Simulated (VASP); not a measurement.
# ReF (P1) in VASP: single point with PBE

Aim: the single point of ReF with PBE.

Everything below comes from runs of VASP 6.6.1. Logs are shortened: lines on timing, memory, paths and dates and some standing lists are left out, and cuts for length are marked.

### 1 The cell of the first run

The typed cell holds 2 atoms: a = 3.265 Å, b = 3.266 Å, c = 4.239 Å, α = 93.88°, β = 87.03°, γ = 120.67°.

### 2 Single point, PBE

Contents of INCAR:

```
SYSTEM = ReF
ALGO = Normal
EDIFF = 1E-6
ENCUT = 600
GGA = PE
GGA_COMPAT = .FALSE.
ISIF = 2
ISMEAR = -1
LASPH = .TRUE.
LCHARG = .FALSE.
LREAL = .FALSE.
LWAVE = .FALSE.
NBANDS = 14
NELM = 120
PREC = Accurate
SIGMA = 0.15
```

Contents of KPOINTS:

```
Automatic mesh
0
Gamma
  3 3 2
  0 0 0.5
```

Contents of POSCAR:

```
ReF
1.0
    3.2635830000     -0.0184440000      0.0823750000
   -1.6477650000      2.8179250000     -0.1078330000
    0.1121320000     -0.1047550000      4.2358340000
Re F
1 1
Direct
    0.0093124717      0.6352043241      0.8125552822
    0.3801375283      1.3154576759      0.7985097178
```

Potentials or basis: VASP PAW PBE potentials, release 64 (Re, F).

On the command line:

```
cat potpaw_PBE.64/Re/POTCAR potpaw_PBE.64/F/POTCAR > POTCAR
mpirun -np 1 vasp_std > vasp.out
```

OUTCAR:

```text
SYSTEM = ReF
   EDIFF = 1E-6
   ENCUT = 600
   GGA = PE
   ISIF = 2
   ISMEAR = -1
   LASPH = .TRUE.
   LREAL = .FALSE.
   NELM = 120
   PREC = Accurate

 ion  position               nearest neighbor table
   1  0.009  0.635  0.813-   2 1.77   2 1.92   2 1.96
   2  0.380  0.315  0.799-   1 1.77   1 1.92   1 1.96

  LATTYP: Found a triclinic cell.
 ALAT       =     3.2661075850
 B/A-ratio  =     0.9896890586
 C/A-ratio  =     1.2977565807
 COS(alpha) =     0.0160506699
 COS(beta)  =     0.0676637909
 COS(gamma) =     0.4952877671

  Lattice vectors:

 A1 = (  -1.6477650000,   2.8179250000,  -0.1078330000)
 A2 = (   1.6158180000,   2.7994810000,  -0.0254580000)
 A3 = (  -0.1121320000,   0.1047550000,  -4.2358340000)

Analysis of symmetry for initial positions (statically):
=====================================================================
 Subroutine PRICEL returns:
 Original cell was already a primitive cell.

 Routine SETGRP: Setting up the symmetry group for a
 triclinic supercell.

 Subroutine GETGRP returns: Found  1 space group operations
 (whereof  1 operations were pure point group operations)
 out of a pool of  2 trial point group operations.

The static configuration has the point symmetry C_1 .

Analysis of symmetry for dynamics (positions and initial velocities):
=====================================================================
 Subroutine PRICEL returns:
 Original cell was already a primitive cell.

 Routine SETGRP: Setting up the symmetry group for a
 triclinic supercell.

 Subroutine GETGRP returns: Found  1 space group operations
 (whereof  1 operations were pure point group operations)
 out of a pool of  2 trial point group operations.

The dynamic configuration has the point symmetry C_1 .

 Subroutine INISYM returns: Found  1 space group operations
 (whereof  1 operations are pure point group operations),
 and found     1 'primitive' translations

----------------------------------------------------------------------------------------

                                     Primitive cell

  volume of cell :      38.7778

  direct lattice vectors                    reciprocal lattice vectors
     3.263583000 -0.018444000  0.082375000     0.307520464  0.179679296 -0.003697166
    -1.647765000  2.817925000 -0.107833000     0.001792173  0.356254342  0.008762965
     0.112132000 -0.104755000  4.235834000    -0.005934780  0.005575028  0.236375998

  length of vectors
     3.264674535  3.266107585  4.238612612     0.356184158  0.356366606  0.236516205

  position of ions in fractional coordinates (direct lattice)
     0.009312472  0.635204324  0.812555282
     0.380137528  0.315457676  0.798509718

  ion indices of the primitive-cell ions
   primitive index   ion index
                 1           1
                 2           2

----------------------------------------------------------------------------------------

 KPOINTS: Automatic mesh

Automatic generation of k-mesh.
 Grid dimensions read from file:
 generate k-points for:    3    3    2

 Generating k-lattice:

  Cartesian coordinates                     Fractional coordinates (reciprocal lattice)
     0.102506821  0.059893099 -0.001232389     0.333333333 -0.000000000  0.000000000
     0.000597391  0.118751447  0.002920988    -0.000000000  0.333333333 -0.000000000
    -0.002967390  0.002787514  0.118187999     0.000000000  0.000000000  0.500000000

  Length of vectors
     0.118728053  0.118788869  0.118258102

  Shift w.r.t. Gamma in fractional coordinates (k-lattice)
     0.000000000  0.000000000  0.500000000

 Subroutine IBZKPT returns following result:
 ===========================================

 Found      9 irreducible k-points:

 Following reciprocal coordinates:
            Coordinates               Weight
 -0.000000  0.000000  0.250000      2.000000
  0.333333  0.000000  0.250000      2.000000
 -0.333333  0.000000  0.250000      2.000000
 -0.000000  0.333333  0.250000      2.000000
  0.333333  0.333333  0.250000      2.000000
 -0.333333  0.333333  0.250000      2.000000
 -0.000000 -0.333333  0.250000      2.000000
  0.333333 -0.333333  0.250000      2.000000
 -0.333333 -0.333333  0.250000      2.000000
   k-points           NKPTS =      9   k-points in BZ     NKDIM =      9   number of bands    NBANDS=     14
   number of dos      NEDOS =    301   number of ions     NIONS =      2
   total plane-waves  NPLWV =  28224
   dimension x,y,z NGX =    28 NGY =   28 NGZ =   36
   dimension x,y,z NGXF=    56 NGYF=   56 NGZF=   72
   ions per type =               1   1
   NGX,Y,Z   is equivalent  to a cutoff of  14.26, 14.25, 14.12 a.u.
   NGXF,Y,Z  is equivalent  to a cutoff of  28.52, 28.50, 28.24 a.u.
 SYSTEM =  ReF
   PREC   = accura    normal or accurate (medium, high low for compatibility)
   ISTART =      0    job   : 0-new  1-cont  2-samecut
   ICHARG =      2    charge: 1-file 2-atom 10-const
   ISPIN  =      1    spin polarized calculation?
   LNONCOLLINEAR =      F non collinear calculations
   LSORBIT =      F    spin-orbit coupling
   LASPH  =      T    aspherical Exc in radial PAW
   ENCUT  =  600.0 eV  44.10 Ry    6.64 a.u.   6.52  6.52  8.47*2*pi/ulx,y,z
   NELM   =    120;   NELMIN=  2; NELMDL= -5     # of ELM steps
   EDIFF  = 0.1E-05   stopping-criterion for ELM
   LREAL  =      F    real-space projection
   EDIFFG = 0.1E-04   stopping-criterion for IOM
   NSW    =      0    number of steps for IOM
   IBRION =     -1    ionic relax: 0-MD 1-quasi-New 2-CG
   NFREE  =      0    steps in history (QN), initial steepest desc. (CG)
   ISIF   =      2    stress and relaxation
   ISYM   =      2    0-nonsym 1-usesym 2-fastsym
   POTIM  = 0.5000    time-step for ionic-motion
   TEBEG  =    0.0;   TEEND  =   0.0 temperature during run
   PSTRESS=    0.0 pullay stress
   NELECT =      14.0000    total number of electrons
   NUPDOWN=      -1.0000    fix difference up-down
   EMIN   =  10.00;   EMAX   =-10.00  energy-range for DOS
   EFERMI =   0.00;   METHOD = LEGACY
   ISMEAR =    -1;   SIGMA  =   0.15  broadening in eV -4-tet -1-fermi 0-gaus
   EFERMI_NEDOS =   21; number of points for ismear=-14 and -15
   IALGO  =     38    algorithm
   IMIX   =      4    mixing-type and parameters
     AMIX     =   0.40;   BMIX     =  1.00
     AMIX_MAG =   1.60;   BMIX_MAG =  1.00
  volume/ion in A,a.u.               =      19.39       130.84
  Fermi-wavevector in a.u.,A,eV,Ry     =   1.165708  2.202869 18.488620  1.358875
  Thomas-Fermi vector in A             =   2.302230
   LORBIT       =      0    0 simple, 1 ext, 2 COOP (PROOUT), +10 PAW based schemes
   GGA     = PE    functional components
   LHFCALC =     F    Hartree Fock is set to
   AEXX    =    0.0000 exact exchange contribution
   IVDW    =     0    specifies the selected vdW correction
   LEPSILON=     F    determine dielectric tensor
   LRPA    =     F    only Hartree local field effects (RPA)
 non-spin polarized calculation
  energy-cutoff  :      600.00
  volume of cell :       38.78
 maximum number of plane-waves:      1306
 NGX is ok and might be reduce to    28
   NGX = 13   NGY = 13   NGZ = 17

 number of electron      13.9999994 magnetization

 Free energy of the ion-electron system (eV)
  ---------------------------------------------------
  ext. energy  EPLUGINS =         0.00000000
  ---------------------------------------------------
  free energy    TOTEN  =        -8.98546908 eV

  energy without entropy =       -8.64595429  energy(sigma->0) =       -8.81571168

 E-fermi :   2.6438     XC(G=0):  -9.5910

 val. band max:        2.6154849650   @ k =   0.3333   0.0000   0.2500
 cond. band min:       2.6560356049   @ k =  -0.0000  -0.3333   0.2500
 fundamental gap:      0.0405506399
 Fermi energy:         2.6437623944

 k-point     1 :      -0.0000    0.0000    0.2500
  band No.  band energies     occupation
      1     -27.2092      2.00000
      2     -10.0613      2.00000
      3      -9.9898      2.00000
      4      -7.3191      2.00000
      5       0.2717      2.00000
      6       2.1883      1.90838
      7       2.5436      1.32186
      8       2.8357      0.43535
      9       5.8465      0.00000
     10       5.9252      0.00000
     11       6.2444      0.00000
     12      15.0252      0.00000
     13      18.6321      0.00000
     14      19.1898      0.00000

 k-point     2 :       0.3333    0.0000    0.2500
  band No.  band energies     occupation
      1     -26.7013      2.00000
      2      -9.9052      2.00000
      3      -8.8035      2.00000
      4      -7.7767      2.00000
      5       0.7553      1.99999
      6       2.2939      1.82302
      7       2.3818      1.70296
      8       2.6155      1.09398
      9       3.7867      0.00098
     10       5.7666      0.00000
     11       8.3339      0.00000
     12      11.6279      0.00000
     13      15.1037      0.00000
     14      16.3437      0.00000

 k-point     3 :      -0.3333    0.0000    0.2500
  band No.  band energies     occupation
      1     -26.7013      2.00000
      2      -9.9061      2.00000
      3      -8.8035      2.00000
      4      -7.7788      2.00000
      5       0.8164      1.99999
      6       2.1668      1.92013
      7       2.3895      1.68977
      8       2.7765      0.58431
      9       3.7910      0.00095
     10       5.7194      0.00000
     11       8.1461      0.00000
     12      11.3804      0.00000
     13      15.3411      0.00000
     14      16.3914      0.00000
[... 69 lines left out ...]
 k-point     8 :       0.3333   -0.3333    0.2500
  band No.  band energies     occupation
      1     -26.8641      2.00000
      2      -9.9007      2.00000
      3      -9.0755      2.00000
      4      -7.6139      2.00000
      5       1.3002      1.99974
      6       2.0979      1.94878
      7       2.3510      1.75125
      8       2.7923      0.54184
      9       4.5272      0.00001
     10       5.4319      0.00000
     11       8.6859      0.00000
     12      11.3766      0.00000
     13      14.6509      0.00000
     14      16.0597      0.00000

 k-point     9 :      -0.3333   -0.3333    0.2500
  band No.  band energies     occupation
      1     -26.5882      2.00000
      2      -9.6971      2.00000
      3      -8.1897      2.00000
      4      -7.8226      2.00000
      5      -0.4554      2.00000
      6       0.9310      1.99998
      7       2.5991      1.14777
      8       3.4680      0.00818
      9       3.9274      0.00038
     10       9.0401      0.00000
     11       9.8808      0.00000
     12      10.1423      0.00000
     13      11.4330      0.00000
     14      14.0439      0.00000

------------------------ aborting loop because EDIFF is reached ----------------------------------------

  FORCE on cell =-STRESS in cart. coord.  units (eV):
  Direction    XX          YY          ZZ          XY          YZ          ZX
  --------------------------------------------------------------------------------------
  -------------------------------------------------------------------------------------
  Total       14.6642546     10.2483717     -1.5635315      5.4588427     -0.0157900      0.4428204
  in kB      605.8811322    423.4306626    -64.6002309    225.5423072     -0.6523938     18.2959534
  external PRESSURE =     321.5705213 kB  Pullay stress =       0.0000000 kB

 VOLUME and BASIS-vectors are now :
 -----------------------------------------------------------------------------
  energy-cutoff  :      600.00
  volume of cell :       38.78
      direct lattice vectors                 reciprocal lattice vectors
     3.263583000 -0.018444000  0.082375000     0.307520464  0.179679296 -0.003697166
    -1.647765000  2.817925000 -0.107833000     0.001792173  0.356254342  0.008762965
     0.112132000 -0.104755000  4.235834000    -0.005934780  0.005575028  0.236375998

 POSITION                                       TOTAL-FORCE (eV/Angst)
 -----------------------------------------------------------------------------------
     -0.92516      1.70467      3.37412         3.329964      1.636365      1.507334
      0.81035      0.79828      3.37965        -3.329964     -1.636365     -1.507334
 -----------------------------------------------------------------------------------
    total drift:                               -0.000611      0.000129     -0.000120

  FREE ENERGIE OF THE ION-ELECTRON SYSTEM (eV)
  ---------------------------------------------------
  free  energy   TOTEN  =        -8.9854690754 eV

  energy  without entropy=       -8.6459542904  energy(sigma->0) =       -8.81571168
```

Run time: 4.3 s. Hardware: 1 thread of Intel Xeon Platinum 8481C at 2.70GHz (Sapphire Rapids), shared host; peak memory 0.16 GiB.

What came out:

```
Free energy   : -8.9855 eV
Pressure      : 32.2 GPa
Largest force : 4.005 eV/Å
```

Forces on the atoms (eV/Å):
```
Re   3.330  1.636  1.507
F   -3.330 -1.636 -1.507
```

Stress tensor (GPa, compression positive):
```
60.59 22.55  1.83
22.55 42.34 -0.07
 1.83 -0.07 -6.46
```

Caveat: the k points lie up to 0.75 Å⁻¹ apart; spin-orbit coupling is left out, which moves the levels of the heavy elements; forces of over 1 eV/Å act on the atoms, so gaps and moduli don't describe the material at rest.
